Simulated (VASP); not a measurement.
The system is HfSnO4.

```
CELL_PARAMETERS angstrom
3.59970 0.00000 0.00000
0.00000 3.59970 0.00000
0.00000 0.00000 5.42484
ATOMIC_POSITIONS crystal
Hf 0.50000 0.50000 0.50000
Sn 0.00000 0.00000 0.00000
O 0.50000 0.00000 0.67844
O 0.00000 0.50000 0.81558
O 0.00000 0.50000 0.32156
O 0.50000 0.00000 0.18442
```

* Program: VASP 6.6.1
* Task: relaxation of cell and atoms
* Functional: PBEsol
* Potentials or basis: VASP PAW PBE potentials, release 64 (Hf_pv, Sn_d, O)
* Cutoff: 600 eV
* k mesh: 6 × 6 × 4
* Occupations: fermi-dirac, width 0.02 eV
* Spin: no spin polarisation

At the start: pressure -8.1 GPa; volume 11.72 Å³/atom.

**Question.** Where does the relaxation end?

**Answer.** Over 10 steps the energy falls by 13.9 meV/atom and the volume is 11.17 Å³/atom (-4.7 %); space group P-4m2 (No. 115, to 0.1 Å) before and after.

The path:
| step | energy change (eV) | largest force (eV/Å) | pressure (GPa) | volume (Å³) |
| --- | --- | --- | --- | --- |
| 1 | 0.0000 | 0.2098 | -8.05 | 70.29 |
| 2 | 0.0562 | 0.7376 | 12.57 | 64.47 |
| 3 | -0.0687 | 0.1783 | -0.17 | 67.73 |
| 4 | -0.0687 | 0.1801 | 0.03 | 67.68 |
| 5 | -0.0750 | 0.1531 | 0.04 | 67.50 |
| 6 | -0.0817 | 0.1004 | 0.23 | 67.01 |
| 7 | -0.0830 | 0.0461 | -0.53 | 67.12 |
| 8 | -0.0832 | 0.0069 | -0.32 | 67.09 |
| 9 | -0.0830 | 0.0072 | 0.59 | 66.83 |
| 10 | -0.0834 | 0.0022 | 0.03 | 66.99 |

Final structure:
```cif
data_structure
_symmetry_space_group_name_H-M 'P 1'
_symmetry_Int_Tables_number 1
_cell_length_a 3.5572
_cell_length_b 3.5572
_cell_length_c 5.2944
_cell_angle_alpha 90.000
_cell_angle_beta 90.000
_cell_angle_gamma 90.000
_cell_volume 66.99
loop_
_atom_site_label
_atom_site_type_symbol
_atom_site_fract_x
_atom_site_fract_y
_atom_site_fract_z
_atom_site_occupancy
Hf1 Hf 0.50000 0.50000 0.50000 1
Sn1 Sn 0.00000 0.00000 0.00000 1
O1 O 0.50000 0.00000 0.68417 1
O2 O 0.00000 0.50000 0.80889 1
O3 O 0.00000 0.50000 0.31583 1
O4 O 0.50000 0.00000 0.19111 1
```

Caveat: the PAW data sets were made with another functional, which shifts forces and pressure a little.
